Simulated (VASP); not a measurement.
# As in VASP: notebook

As is run at these levels: PBE; tasks: single point.

All numbers are computed with VASP 6.6.1; they aren't measurements. Logs are shortened: lines on timing, memory, paths and dates and some standing lists are left out, and cuts for length are marked.

### 1 The cell of the first run

The cell holds a slab with vacuum, 2 atoms: a = 3.575 Å, b = 3.575 Å, c = 26.416 Å, α = 90.00°, β = 90.00°, γ = 120.00°.

### 2 Single point, PBE

Input file INCAR:

```
SYSTEM = As
PREC = Accurate ; ENCUT = 400
EDIFF = 1E-6 ; ISMEAR = -1
SIGMA = 0.02 ; LREAL = .False.
LASPH = .True. ; NELM = 120
ALGO = Normal ; ISIF = 2
LWAVE = .False. ; LCHARG = .False.
LDIPOL = .True. ; IDIPOL = 3
DIPOL = 0.5 0.5 0.347 ; GGA = PE
NBANDS = 22 ; GGA_COMPAT = .False.
NELMDL = -8
```

Input file KPOINTS:

```
Automatic mesh
0
Gamma
  12 12 1
  0 0 0
```

Input file POSCAR:

```
As
1.0
    3.5749013640      0.0000000000      0.0000000000
   -1.7874506820      3.0959553972      0.0000000000
    0.0000000000      0.0000000000     26.4156438000
As
2
Direct
    0.3333333333      0.6666666667      0.3206195636
    0.6666666667      0.3333333333      0.3724478490
```

Potentials or basis: VASP PAW PBE potentials, release 64 (As_d).

The run is started by

```bash
> cat potpaw_PBE.64/As_d/POTCAR > POTCAR
> mpirun -np 1 vasp_std > vasp.out
```

OUTCAR:

```text
SYSTEM = As
   PREC = Accurate
   ENCUT = 400
   EDIFF = 1E-6
   ISMEAR = -1
   LREAL = .False.
   LASPH = .True.
   NELM = 120
   ISIF = 2
   GGA = PE
   NELMDL = -8

 ion  position               nearest neighbor table
   1  0.333  0.667  0.321-   2 2.48   2 2.48   2 2.48
   2  0.667  0.333  0.372-   1 2.48   1 2.48   1 2.48

  LATTYP: Found a hexagonal cell.
 ALAT       =     3.5749013640
 C/A-ratio  =     7.3891951442

  Lattice vectors:

 A1 = (   3.5749013640,   0.0000000000,   0.0000000000)
 A2 = (  -1.7874506820,   3.0959553972,   0.0000000000)
 A3 = (   0.0000000000,   0.0000000000,  26.4156438000)

Analysis of symmetry for initial positions (statically):
=====================================================================
 Subroutine PRICEL returns:
 Original cell was already a primitive cell.

 Routine SETGRP: Setting up the symmetry group for a
 hexagonal supercell.

 Subroutine GETGRP returns: Found 12 space group operations
 (whereof  6 operations were pure point group operations)
 out of a pool of 24 trial point group operations.

The static configuration has the point symmetry C_3v.
 The point group associated with its full space group is D_3d.

Analysis of symmetry for dynamics (positions and initial velocities):
=====================================================================
 Subroutine PRICEL returns:
 Original cell was already a primitive cell.

 Routine SETGRP: Setting up the symmetry group for a
 hexagonal supercell.

 Subroutine GETGRP returns: Found 12 space group operations
 (whereof  6 operations were pure point group operations)
 out of a pool of 24 trial point group operations.

The dynamic configuration has the point symmetry C_3v.
 The point group associated with its full space group is D_3d.

 Subroutine INISYM returns: Found 12 space group operations
 (whereof  6 operations are pure point group operations),
 and found     1 'primitive' translations

----------------------------------------------------------------------------------------

                                     Primitive cell

  volume of cell :     292.3613

  direct lattice vectors                    reciprocal lattice vectors
     3.574901364  0.000000000  0.000000000     0.279727998  0.161501035  0.000000000
    -1.787450682  3.095955397  0.000000000     0.000000000  0.323002069  0.000000000
     0.000000000  0.000000000 26.415643800     0.000000000  0.000000000  0.037856355

  length of vectors
     3.574901364  3.574901364 26.415643800     0.323002069  0.323002069  0.037856355

[... 79 lines left out ...]
   NFREE  =      0    steps in history (QN), initial steepest desc. (CG)
   ISIF   =      2    stress and relaxation
   ISYM   =      2    0-nonsym 1-usesym 2-fastsym
   POTIM  = 0.5000    time-step for ionic-motion
   TEBEG  =    0.0;   TEEND  =   0.0 temperature during run
   PSTRESS=    0.0 pullay stress
   NELECT =      30.0000    total number of electrons
   NUPDOWN=      -1.0000    fix difference up-down
   EMIN   =  10.00;   EMAX   =-10.00  energy-range for DOS
   EFERMI =   0.00;   METHOD = LEGACY
   ISMEAR =    -1;   SIGMA  =   0.02  broadening in eV -4-tet -1-fermi 0-gaus
   EFERMI_NEDOS =   21; number of points for ismear=-14 and -15
   IALGO  =     38    algorithm
   IMIX   =      4    mixing-type and parameters
     AMIX     =   0.40;   BMIX     =  1.00
     AMIX_MAG =   1.60;   BMIX_MAG =  1.00
  volume/ion in A,a.u.               =     146.18       986.48
  Fermi-wavevector in a.u.,A,eV,Ry     =   0.766435  1.448352  7.992367  0.587422
  Thomas-Fermi vector in A             =   1.866773
   LORBIT       =      0    0 simple, 1 ext, 2 COOP (PROOUT), +10 PAW based schemes
   GGA     = PE    functional components
   LHFCALC =     F    Hartree Fock is set to
   AEXX    =    0.0000 exact exchange contribution
   IVDW    =     0    specifies the selected vdW correction
   LEPSILON=     F    determine dielectric tensor
   LRPA    =     F    only Hartree local field effects (RPA)
 non-spin polarized calculation
  energy-cutoff  :      400.00
  volume of cell :      292.36
 maximum number of plane-waves:      5346
 NGX is ok and might be reduce to    24
   NGX = 11   NGY = 11   NGZ = 87

 dipolmoment           0.000000      0.000000      0.000002 electrons x Angstroem

 number of electron      30.0000015 magnetization

 dipolmoment           0.000000      0.000000     -0.000001 electrons x Angstroem

 Free energy of the ion-electron system (eV)
  ---------------------------------------------------
  ext. energy  EPLUGINS =         0.00000000
  ---------------------------------------------------
  free energy    TOTEN  =        -9.34936385 eV

  energy without entropy =       -9.34936385  energy(sigma->0) =       -9.34936385

 E-fermi :  -3.8261     XC(G=0):  -2.0966

 val. band max:       -4.2360815185   @ k =   0.0000   0.0000   0.0000
 cond. band min:      -2.5561730718   @ k =   0.3333  -0.0000   0.0000
 fundamental gap:      1.6799084467
 Fermi energy:        -3.8261475909

 k-point     1 :       0.0000    0.0000    0.0000
  band No.  band energies     occupation
      1     -39.3294      2.00000
      2     -39.3294      2.00000
      3     -39.2868      2.00000
      4     -39.2868      2.00000
      5     -39.2320      2.00000
      6     -39.2061      2.00000
[... 464 lines left out ...]
     21       4.8240      0.00000
     22       5.6174      0.00000

------------------------ aborting loop because EDIFF is reached ----------------------------------------

 vacuum level on the upper side and lower side of the slab       (xc-potential included)        -0.008        -0.008

  FORCE on cell =-STRESS in cart. coord.  units (eV):
  Direction    XX          YY          ZZ          XY          YZ          ZX
  --------------------------------------------------------------------------------------
  -------------------------------------------------------------------------------------
  Total        0.5210484      0.5210484      0.5043233      0.0000000      0.0000000      0.0000000
  in kB        2.8554117      2.8554117      2.7637555      0.0000000      0.0000000      0.0000000
  external PRESSURE =       2.8248596 kB  Pullay stress =       0.0000000 kB

 VOLUME and BASIS-vectors are now :
 -----------------------------------------------------------------------------
  energy-cutoff  :      400.00
  volume of cell :      292.36
      direct lattice vectors                 reciprocal lattice vectors
     3.574901364  0.000000000  0.000000000     0.279727998  0.161501035  0.000000000
    -1.787450682  3.095955397  0.000000000     0.000000000  0.323002069  0.000000000
     0.000000000  0.000000000 26.415643800     0.000000000  0.000000000  0.037856355

 POSITION                                       TOTAL-FORCE (eV/Angst)
 -----------------------------------------------------------------------------------
     -0.00000      2.06397      8.46937        -0.000000      0.000000     -0.419898
      1.78745      1.03199      9.83845         0.000000     -0.000000      0.419898
 -----------------------------------------------------------------------------------
    total drift:                                0.000000     -0.000000     -0.000891

  FREE ENERGIE OF THE ION-ELECTRON SYSTEM (eV)
  ---------------------------------------------------
  free  energy   TOTEN  =        -9.3493638495 eV

  energy  without entropy=       -9.3493638495  energy(sigma->0) =       -9.34936385

 vacuum level on the upper side and lower side of the slab         1.199         1.199
```

stdout:

```text
POSCAR found type information on POSCAR As
 POSCAR found :  1 types and       2 ions
 scaLAPACK will be used
 LDA part: xc-table for (Slater+PW92), standard interpolation
 POSCAR, INCAR and KPOINTS ok, starting setup
 FFT: planning ... GRIDC
 FFT: planning ... GRID_SOFT
 FFT: planning ... GRID
 WAVECAR not read
 entering main loop
```

It took 74 s on 1 thread of Intel Xeon Platinum 8488C (Sapphire Rapids), shared host; peak memory 0.32 GiB.

What came out:

```yaml
Free_energy: -9.3494 eV
Largest_force: 0.420 eV/Å
Band_gap_on_the_k_mesh: 1.68 eV (least direct gap 2.07 eV)
```

Forces in eV/Å, atoms in the order of the input:
```
As   0.000  0.000 -0.420
As   0.000  0.000  0.420
```

### 3 Single point, PBE

This run uses another cell than the first one.

Input file INCAR:

```
ALGO     = Normal         # electronic algorithm
DIPOL    = 0.5 0.5 0.347
EDIFF    = 1E-6           # SCF threshold, eV
ENCUT    = 400            # plane-wave cutoff, eV
GGA      = PE             # functional
GGA_COMPAT= False        
IDIPOL   = 3            
ISIF     = 2              # what is computed and relaxed
ISMEAR   = -1             # smearing method
LASPH    = True           # aspherical terms in the spheres
LCHARG   = False          # write CHGCAR
LDIPOL   = True         
LREAL    = False          # projectors in reciprocal space
LWAVE    = False          # write WAVECAR
NBANDS   = 22             # bands
NELM     = 120            # most SCF steps
NELMDL   = -8           
PREC     = Accurate       # precision mode
SIGMA    = 0.02           # smearing width, eV
```

Input file KPOINTS:

```
k-points
0
Gamma
  12 12 1
```

Input file POSCAR:

```
As
1.0
    3.6043654847      0.0000000000      0.0000000000
   -1.8021827423      3.1214720742      0.0000000000
    0.0000000000      0.0000000000     26.4156438000
As
2
Direct
    0.3333333333      0.6666666667      0.3202006446
    0.6666666667      0.3333333333      0.3728667680
```

Potentials or basis: VASP PAW PBE potentials, release 64 (As_d).

The run is started by

```bash
> cat potpaw_PBE.64/As_d/POTCAR > POTCAR
> mpirun -np 1 vasp_std > vasp.out
```

Wall time 66 s (1 thread of Intel Xeon Platinum 8488C (Sapphire Rapids), shared host); peak memory 0.31 GiB.

It converged, with:

```
Free energy            : -9.3593 eV
Largest force          : 0.025 eV/Å
Band gap on the k mesh : 1.64 eV (least direct gap 1.96 eV)
```

Forces in eV/Å, atoms in the order of the input:
```
As   0.000  0.000 -0.025
As   0.000  0.000  0.025
```

Levels at points of the mesh, in eV from the valence-band top:
```tsv
k point	band 13	band 14	band 15	band 16	band 17	band 18
(0.00, 0.00, 0.00)	-0.53	0.00	0.00	1.96	3.51	3.51
(0.50, 0.00, 0.00)	-3.39	-1.87	-1.55	1.99	3.17	4.54
```
